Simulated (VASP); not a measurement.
# CdS (P4_2/mnm) in VASP: density of states with PBE

Aim: the density of states of CdS with PBE.

Program: VASP 6.6.1. These are calculated values, not measurements. Logs are shortened: lines on timing, memory, paths and dates and some standing lists are left out, and cuts for length are marked.

### Step 1. The cell of the first run

It takes space group P4_2/mnm (No. 136, tetragonal). The conventional cell has a = 7.208 Å, b = 7.208 Å, c = 4.212 Å, α = 90.00°, β = 90.00°, γ = 90.00°. Cd (site symmetry m2m) has 4 S at 2.54 to 2.60 Å within 3.3 Å. S (site symmetry m2m) has 4 Cd at 2.54 to 2.60 Å within 3.3 Å.

### Step 2. Density of states, PBE

The input, POSCAR:

```
CdS
1.0
    7.2080002946      0.0000000000      0.0000000000
    0.0000000000      7.2080002946      0.0000000000
    0.0000000000      0.0000000000      4.2120102052
Cd S
4 4
Direct
    0.6786766632      0.6786766632      0.0000000000
    0.1786766632      0.8213233368      0.5000000000
    0.8213233368      0.1786766632      0.5000000000
    0.3213233368      0.3213233368      0.0000000000
    0.8175002333      0.8175002333      0.5000000000
    0.1824997667      0.1824997667      0.5000000000
    0.6824997667      0.3175002333      0.0000000000
    0.3175002333      0.6824997667      0.0000000000
```

The input, INCAR.step1:

```
PREC     = Accurate       # precision mode
ENCUT    = 520            # plane-wave cutoff, eV
EDIFF    = 1E-7           # SCF threshold, eV
ISMEAR   = 0              # smearing method
SIGMA    = 0.02           # smearing width, eV
LREAL    = F              # projectors in reciprocal space
LASPH    = T              # aspherical terms in the spheres
NELM     = 100            # most SCF steps
ALGO     = Normal         # electronic algorithm
ISIF     = 2              # what is computed and relaxed
LWAVE    = F              # write WAVECAR
LCHARG   = T              # write CHGCAR
GGA      = PE             # functional
NBANDS   = 46             # bands
```

The input, KPOINTS.step1:

```
Automatic mesh
0
Gamma
  4 4 6
```

The input, INCAR.step2:

```
PREC     = Accurate       # precision mode
ENCUT    = 520            # plane-wave cutoff, eV
EDIFF    = 1E-7           # SCF threshold, eV
ISMEAR   = -5             # smearing method
SIGMA    = 0.02           # smearing width, eV
LREAL    = F              # projectors in reciprocal space
LASPH    = T              # aspherical terms in the spheres
NELM     = 100            # most SCF steps
ALGO     = Normal         # electronic algorithm
ISIF     = 2              # what is computed and relaxed
LWAVE    = F              # write WAVECAR
LCHARG   = F              # write CHGCAR
GGA      = PE             # functional
LORBIT   = 11             # projections on sites
NBANDS   = 46             # bands
NEDOS    = 2001           # points of the DOS
ICHARG   = 11             # starting density
```

The input, KPOINTS.step2:

```
Automatic mesh
0
Gamma
  6 6 9
```

Potentials or basis: VASP PAW PBE potentials, release 64 (Cd, S).

Launch:

```
> cat potpaw_PBE.64/Cd/POTCAR potpaw_PBE.64/S/POTCAR > POTCAR
> cp INCAR.step1 INCAR
> cp KPOINTS.step1 KPOINTS
> mpirun -np 1 vasp_std > vasp.out
> cp INCAR.step2 INCAR
> cp KPOINTS.step2 KPOINTS
> mpirun -np 1 vasp_std > vasp.out
```

OUTCAR:

```text
PREC = Accurate
   ENCUT = 520
   EDIFF = 1E-7
   ISMEAR = -5
   LREAL = F
   LASPH = T
   NELM = 100
   ISIF = 2
   GGA = PE
   LORBIT = 11
   ICHARG = 11

 ion  position               nearest neighbor table
   1  0.679  0.679  0.000-   5 2.54   5 2.54   8 2.60   7 2.60   4 3.64
   2  0.179  0.821  0.500-   8 2.54   8 2.54   5 2.60   6 2.60   3 3.64
   3  0.821  0.179  0.500-   7 2.54   7 2.54   5 2.60   6 2.60   2 3.64
   4  0.321  0.321  0.000-   6 2.54   6 2.54   8 2.60   7 2.60   1 3.64
   5  0.818  0.818  0.500-   1 2.54   1 2.54   3 2.60   2 2.60
   6  0.182  0.182  0.500-   4 2.54   4 2.54   2 2.60   3 2.60
   7  0.682  0.318  0.000-   3 2.54   3 2.54   4 2.60   1 2.60
   8  0.318  0.682  0.000-   2 2.54   2 2.54   4 2.60   1 2.60

  LATTYP: Found a simple tetragonal cell.
 ALAT       =     7.2080002946
 C/A-ratio  =     0.5843521134

  Lattice vectors:

 A1 = (   7.2080002946,   0.0000000000,   0.0000000000)
 A2 = (   0.0000000000,   7.2080002946,   0.0000000000)
 A3 = (   0.0000000000,   0.0000000000,   4.2120102052)

Analysis of symmetry for initial positions (statically):
=====================================================================
 Subroutine PRICEL returns:
 Original cell was already a primitive cell.

 Routine SETGRP: Setting up the symmetry group for a
 simple tetragonal supercell.

 Subroutine GETGRP returns: Found 16 space group operations
 (whereof  8 operations were pure point group operations)
 out of a pool of 16 trial point group operations.

The static configuration has the point symmetry D_2h.
 The point group associated with its full space group is D_4h.

Analysis of symmetry for dynamics (positions and initial velocities):
=====================================================================
 Subroutine PRICEL returns:
 Original cell was already a primitive cell.

 Routine SETGRP: Setting up the symmetry group for a
 simple tetragonal supercell.

 Subroutine GETGRP returns: Found 16 space group operations
 (whereof  8 operations were pure point group operations)
 out of a pool of 16 trial point group operations.

The dynamic configuration has the point symmetry D_2h.
 The point group associated with its full space group is D_4h.

 Subroutine INISYM returns: Found 16 space group operations
 (whereof  8 operations are pure point group operations),
 and found     1 'primitive' translations

----------------------------------------------------------------------------------------

                                     Primitive cell

  volume of cell :     218.8361

  direct lattice vectors                    reciprocal lattice vectors
     7.208000295  0.000000000  0.000000000     0.138734734  0.000000000  0.000000000
     0.000000000  7.208000295  0.000000000     0.000000000  0.138734734  0.000000000
     0.000000000  0.000000000  4.212010205     0.000000000  0.000000000  0.237416329

  length of vectors
     7.208000295  7.208000295  4.212010205     0.138734734  0.138734734  0.237416329

  position of ions in fractional coordinates (direct lattice)
     0.678676663  0.678676663  0.000000000
     0.178676663  0.821323337  0.500000000
     0.821323337  0.178676663  0.500000000
     0.321323337  0.321323337  0.000000000
     0.817500233  0.817500233  0.500000000
     0.182499767  0.182499767  0.500000000
     0.682499767  0.317500233  0.000000000
     0.317500233  0.682499767  0.000000000

  ion indices of the primitive-cell ions
   primitive index   ion index
                 1           1
                 2           2
                 3           3
                 4           4
                 5           5
                 6           6
                 7           7
                 8           8

----------------------------------------------------------------------------------------

 KPOINTS: Automatic mesh

Automatic generation of k-mesh.
 Grid dimensions read from file:
 generate k-points for:    6    6    9

 Generating k-lattice:

  Cartesian coordinates                     Fractional coordinates (reciprocal lattice)
     0.023122456  0.000000000  0.000000000     0.166666667  0.000000000  0.000000000
     0.000000000  0.023122456  0.000000000     0.000000000  0.166666667  0.000000000
     0.000000000  0.000000000  0.026379592     0.000000000  0.000000000  0.111111111

  Length of vectors
     0.023122456  0.023122456  0.026379592

  Shift w.r.t. Gamma in fractional coordinates (k-lattice)
     0.000000000  0.000000000  0.000000000

 TETIRR: Found    489 inequivalent tetrahedra from     1944

 Subroutine IBZKPT returns following result:
 ===========================================

 Found     50 irreducible k-points:

 Following reciprocal coordinates:
            Coordinates               Weight
  0.000000  0.000000  0.000000      1.000000
  0.166667  0.000000  0.000000      4.000000
  0.333333  0.000000  0.000000      4.000000
  0.500000  0.000000  0.000000      2.000000
  0.166667  0.166667  0.000000      4.000000
  0.333333  0.166667  0.000000      8.000000
[... 16 lines left out ...]
  0.333333  0.000000  0.222222      8.000000
  0.500000  0.000000  0.222222      4.000000
 [... further k-points ...]
   k-points           NKPTS =     50   k-points in BZ     NKDIM =     50   number of bands    NBANDS=     46
   number of dos      NEDOS =   2001   number of ions     NIONS =      8
   total plane-waves  NPLWV =  93312
   dimension x,y,z NGX =    54 NGY =   54 NGZ =   32
   dimension x,y,z NGXF=   108 NGYF=  108 NGZF=   64
   ions per type =               4   4
   NGX,Y,Z   is equivalent  to a cutoff of  12.45, 12.45, 12.63 a.u.
   NGXF,Y,Z  is equivalent  to a cutoff of  24.91, 24.91, 25.26 a.u.
 SYSTEM =  unknown system
   PREC   = accura    normal or accurate (medium, high low for compatibility)
   ISTART =      0    job   : 0-new  1-cont  2-samecut
   ICHARG =     11    charge: 1-file 2-atom 10-const
   ISPIN  =      1    spin polarized calculation?
   LNONCOLLINEAR =      F non collinear calculations
   LSORBIT =      F    spin-orbit coupling
   LASPH  =      T    aspherical Exc in radial PAW
   ENCUT  =  520.0 eV  38.22 Ry    6.18 a.u.  13.40 13.40  7.83*2*pi/ulx,y,z
   NELM   =    100;   NELMIN=  2; NELMDL=  0     # of ELM steps
   EDIFF  = 0.1E-06   stopping-criterion for ELM
   LREAL  =      F    real-space projection
   EDIFFG = 0.1E-05   stopping-criterion for IOM
   NSW    =      0    number of steps for IOM
   IBRION =     -1    ionic relax: 0-MD 1-quasi-New 2-CG
   NFREE  =      0    steps in history (QN), initial steepest desc. (CG)
   ISIF   =      2    stress and relaxation
   ISYM   =      2    0-nonsym 1-usesym 2-fastsym
   POTIM  = 0.5000    time-step for ionic-motion
   TEBEG  =    0.0;   TEEND  =   0.0 temperature during run
   PSTRESS=    0.0 pullay stress
   NELECT =      72.0000    total number of electrons
   NUPDOWN=      -1.0000    fix difference up-down
   EMIN   =  10.00;   EMAX   =-10.00  energy-range for DOS
   EFERMI =   0.00;   METHOD = LEGACY
   ISMEAR =    -5;   SIGMA  =   0.02  broadening in eV -4-tet -1-fermi 0-gaus
   EFERMI_NEDOS =   21; number of points for ismear=-14 and -15
   IALGO  =     38    algorithm
   IMIX   =      4    mixing-type and parameters
     AMIX     =   0.40;   BMIX     =  1.00
     AMIX_MAG =   1.60;   BMIX_MAG =  1.00
  volume/ion in A,a.u.               =      27.35       184.60
  Fermi-wavevector in a.u.,A,eV,Ry     =   1.130176  2.135723 17.378685  1.277297
  Thomas-Fermi vector in A             =   2.266871
   LORBIT       =     11    0 simple, 1 ext, 2 COOP (PROOUT), +10 PAW based schemes
   GGA     = PE    functional components
   LHFCALC =     F    Hartree Fock is set to
   AEXX    =    0.0000 exact exchange contribution
   IVDW    =     0    specifies the selected vdW correction
   LEPSILON=     F    determine dielectric tensor
   LRPA    =     F    only Hartree local field effects (RPA)
 non-spin polarized calculation
 Fermi weights with tetrahedron method with Bloechl corrections
  energy-cutoff  :      520.00
  volume of cell :      218.84
 maximum number of plane-waves:      5920
 NGX is ok and might be reduce to    54

 number of electron      72.0000020 magnetization

 Free energy of the ion-electron system (eV)
  ---------------------------------------------------
  ext. energy  EPLUGINS =         0.00000000
  ---------------------------------------------------
  free energy    TOTEN  =       -24.36706512 eV

  energy without entropy =      -24.36706512  energy(sigma->0) =      -24.36706512

 E-fermi :   0.5635     XC(G=0):  -8.6205

 val. band max:        0.5566542527   @ k =   0.0000   0.0000   0.0000
 cond. band min:       1.7637964290   @ k =   0.0000   0.0000   0.0000
 fundamental gap:      1.2071421762
 Fermi energy:         0.5635476968

 k-point     1 :       0.0000    0.0000    0.0000
  band No.  band energies     occupation
      1     -11.4639      2.00000
      2     -11.0704      2.00000
      3     -11.0704      2.00000
      4     -11.0048      2.00000
      5      -7.0246      2.00000
      6      -6.9982      2.00000
[... 38 lines left out ...]
     45       7.6257      0.00000
     46       7.6301      0.00000

 k-point     2 :       0.1667    0.0000    0.0000
  band No.  band energies     occupation
      1     -11.4417      2.00000
      2     -11.1119      2.00000
      3     -11.0612      2.00000
      4     -10.9931      2.00000
      5      -7.0150      2.00000
      6      -6.9955      2.00000
[... 1070 lines left out ...]
 k-point    24 :       0.5000    0.0000    0.2222
  band No.  band energies     occupation
      1     -11.2145      2.00000
      2     -11.2145      2.00000
      3     -10.9808      2.00000
      4     -10.9808      2.00000
      5      -6.9235      2.00000
      6      -6.9235      2.00000
[... 38 lines left out ...]
     45       7.2173      0.00000
     46       7.2174      0.00000

 [... further k-points ...]
[... 5 lines left out ...]
  --------------------------------------------------------------------------------------
  -------------------------------------------------------------------------------------
  Total        0.3874412      0.3874412      0.3557393     -0.0000000      0.0000000      0.0000000
  in kB        2.8365956      2.8365956      2.6044942     -0.0000000      0.0000000      0.0000000
  external PRESSURE =       2.7592284 kB  Pullay stress =       0.0000000 kB

 VOLUME and BASIS-vectors are now :
 -----------------------------------------------------------------------------
  energy-cutoff  :      520.00
  volume of cell :      218.84
      direct lattice vectors                 reciprocal lattice vectors
     7.208000295  0.000000000  0.000000000     0.138734734  0.000000000  0.000000000
     0.000000000  7.208000295  0.000000000     0.000000000  0.138734734  0.000000000
     0.000000000  0.000000000  4.212010205     0.000000000  0.000000000  0.237416329

 POSITION                                       TOTAL-FORCE (eV/Angst)
 -----------------------------------------------------------------------------------
      4.89190      4.89190      0.00000         0.001337      0.001337     -0.000000
      1.28790      5.92010      2.10601         0.001337     -0.001337      0.000000
      5.92010      1.28790      2.10601        -0.001337      0.001337      0.000000
      2.31610      2.31610      0.00000        -0.001337     -0.001337      0.000000
      5.89254      5.89254      2.10601        -0.002594     -0.002594      0.000000
      1.31546      1.31546      2.10601         0.002594      0.002594     -0.000000
      4.91946      2.28854      0.00000         0.002594     -0.002594      0.000000
      2.28854      4.91946      0.00000        -0.002594      0.002594      0.000000
 -----------------------------------------------------------------------------------
    total drift:                               -0.000000      0.000000      0.000000

  FREE ENERGIE OF THE ION-ELECTRON SYSTEM (eV)
  ---------------------------------------------------
  free  energy   TOTEN  =       -24.3670651242 eV

  energy  without entropy=      -24.3670651242  energy(sigma->0) =      -24.36706512

 total charge

# of ion       s       p       d       tot
------------------------------------------
    1        0.418   0.294   9.565  10.276
    2        0.418   0.294   9.565  10.276
    3        0.418   0.294   9.565  10.276
    4        0.418   0.294   9.565  10.276
    5        1.326   2.383   0.000   3.709
    6        1.326   2.383   0.000   3.709
    7        1.326   2.383   0.000   3.709
    8        1.326   2.383   0.000   3.709
--------------------------------------------------
tot          6.973  10.708  38.260  55.940
```

It took 5.4 min on 1 thread of Intel Xeon Platinum 8559C (Emerald Rapids), shared host; peak memory 0.51 GiB.

What came out:

- Valence electrons inside the program's atomic spheres: Cd 10.28; S 3.71

Levels at points of the mesh, in eV from the valence-band top:
| k point | band 32 | band 33 | band 34 | band 35 | band 36 | band 37 | band 38 | band 39 | band 40 | band 41 |
| --- | --- | --- | --- | --- | --- | --- | --- | --- | --- | --- |
| (0.00, 0.00, 0.00) | -0.69 | -0.21 | -0.03 | -0.03 | 0.00 | 1.21 | 3.12 | 3.12 | 3.66 | 6.02 |
| (0.50, 0.00, 0.00) | -1.23 | -0.40 | -0.40 | -0.35 | -0.35 | 2.78 | 2.78 | 3.72 | 3.72 | 5.43 |
| (0.50, 0.50, 0.00) | -0.93 | -0.70 | -0.70 | -0.67 | -0.67 | 3.25 | 3.25 | 4.08 | 4.08 | 4.54 |
